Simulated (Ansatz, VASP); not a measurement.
One calculation of AlRu, two programs

```xyz
2
Lattice="2.9916 0.0000 0.0000 0.0000 2.9916 0.0000 0.0000 0.0000 2.9916" Properties=species:S:1:pos:R:3 pbc="T T T"
Ru    1.4958    1.4958    1.4958
Al    0.0000    0.0000    0.0000
```

Alike in both runs: task relaxation of cell and atoms; functional RPBE; dispersion D3(BJ); k mesh 9 × 9 × 9; occupations fermi-dirac, width 0.05 eV; no spin polarisation.

|  | VASP | Ansatz |
| --- | --- | --- |
| version | VASP 6.6.1 | Ansatz 0.2.0 |
| potentials or method | VASP PAW PBE potentials, release 64 (Ru_pv, Al) | Ansatz PAW |
| plane-wave cutoff (eV) | 600 | 420 |
| valence electrons in the cell | 17 | 19 |

```csv
,VASP,Ansatz,Ansatz less VASP
"gap on the k mesh at the Fermi level, each at its own relaxed structure (eV)",none,none,-
relaxed volume (Å³/atom),11.79,11.80,+0.007
relaxed cell length with the largest relative difference (Å),2.868,2.869,+0.0006
```

VASP's potentials were made for PBE, not for RPBE. A gap of «none» marks a metal or a gap that the smearing closes. VASP's potentials hold 17 valence electrons a cell and Ansatz's 19, so a difference there can come from the potentials and not from the codes.

Noted on Ansatz's run: the plane-wave basis is chosen anew once the cell has moved, so the energies of steps on either side of that aren't comparable.
